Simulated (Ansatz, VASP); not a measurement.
CuI: VASP beside Ansatz

The input INCAR:

```
PREC = Accurate ; ENCUT = 520
EDIFF = 1E-6 ; ISMEAR = 0
SIGMA = 0.01 ; LREAL = F
LASPH = T ; NELM = 80
ALGO = Normal ; ISIF = 2
LWAVE = F ; LCHARG = F
GGA = PS ; NBANDS = 26
```

Contents of KPOINTS:

```
regular mesh
0
Gamma
  6 6 4
```

POSCAR

```
CuI
1.0
    4.0947523479      0.0000000000      0.0000000000
   -2.0473761739      3.5461595555      0.0000000000
    0.0000000000      0.0000000000      7.2100234388
Cu I
2 2
Direct
    0.6666666667      0.3333333333      0.5926419602
    0.3333333333      0.6666666667      0.4073580398
    0.3333333333      0.6666666667      0.7644976526
    0.6666666667      0.3333333333      0.2355023474
```

Input for Ansatz:

```yaml
crystal:
  lattice:
    - [4.0947523479, 0.0, 0.0]
    - [-2.0473761739, 3.5461595555, 0.0]
    - [0.0, 0.0, 7.2100234388]
  atoms:
    - { symbol: Cu, position: [0.6666666667, 0.3333333333, 0.5926419602] }
    - { symbol: Cu, position: [0.3333333333, 0.6666666667, 0.4073580398] }
    - { symbol: I, position: [0.3333333333, 0.6666666667, 0.7644976526] }
    - { symbol: I, position: [0.6666666667, 0.3333333333, 0.2355023474] }
kpoints:
  mp_grid: { grid: [6, 6, 4] }
hamiltonian:
  xc: pbesol
scf:
  occupations: { method: fixed }
  n_extra_bands: 5
output:
  forces: true
  stress: true
  eigenvalues: true
```

Alike in both runs: task single point; functional PBEsol; k mesh 6 × 6 × 4; no spin polarisation.

|  | VASP | Ansatz |
| --- | --- | --- |
| version | VASP 6.6.1 | Ansatz 0.2.0 |
| potentials or method | VASP PAW PBE potentials, release 64 (Cu, I) | plane waves, PAW |
| plane-wave cutoff (eV) | 520 | 420 |
| occupations | gaussian, width 0.01 eV | fixed |
| valence electrons in the cell | 36 | 72 |

|  | VASP | Ansatz | Ansatz less VASP |
| --- | --- | --- | --- |
| gap on the k mesh at the Fermi level (eV) | 1.55 | 1.54 | -0.010 |
| pressure (GPa) | -0.9 | -1.0 | -0.14 |
| rms of the force components (eV/Å) | 0.074 | 0.082 | +0.0085 |

VASP's potentials were made for PBE, not for PBEsol. Atom by atom the forces differ by 0.009 eV/Å (rms over components). VASP's potentials hold 36 valence electrons a cell and Ansatz's 72, so a difference there can come from the potentials and not from the codes.

Neither program's run includes spin-orbit coupling.
